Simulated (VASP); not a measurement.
BaZrO3, 5 atoms in the cell. The structure is cubic, space group Pm-3m (No. 221). Conventional cell: a = 4.148 Å, b = 4.148 Å, c = 4.148 Å, α = 90.00°, β = 90.00°, γ = 90.00°. Within 3.9 Å of Ba (site symmetry m-3m) lie 12 O at 2.93 Å and 8 Zr at 3.59 Å. Within 2.7 Å of Zr (site symmetry m-3m) lie 6 O at 2.07 Å. O (site symmetry 4/mmm) has 2 Zr at 2.07 Å within 2.7 Å. 

* Program: VASP 6.6.1
* Task: single point
* Functional: LDA
* Potentials or basis: VASP PAW LDA potentials, release 64 (Ba_sv, Zr_sv, O)
* Cutoff: 600 eV
* k mesh: 6 × 6 × 6
* Occupations: gaussian, width 0.02 eV
* Spin: no spin polarisation
* Dipole correction: no
* Further INCAR settings: ALGO = Normal; EDIFF = 1e-06; NBANDS = 28

Potentials or basis: VASP PAW LDA potentials, release 64 (Ba_sv, Zr_sv, O).

Command:

```console
$ cat potpaw_LDA.64/Ba_sv/POTCAR potpaw_LDA.64/Zr_sv/POTCAR potpaw_LDA.64/O/POTCAR > POTCAR
$ mpirun -np 1 vasp_std > vasp.out
```

Hardware: 1 thread of AMD EPYC 7R43 64-Core Processor (Zen 3), on a shared host.

Problem. How long does it take, and how much memory?

Solution. It took 47 s on 1 thread of AMD EPYC 7R43 64-Core Processor (Zen 3), on a shared host, peak memory 0.17 GiB. Counts: scf iterations 14, k points 20.
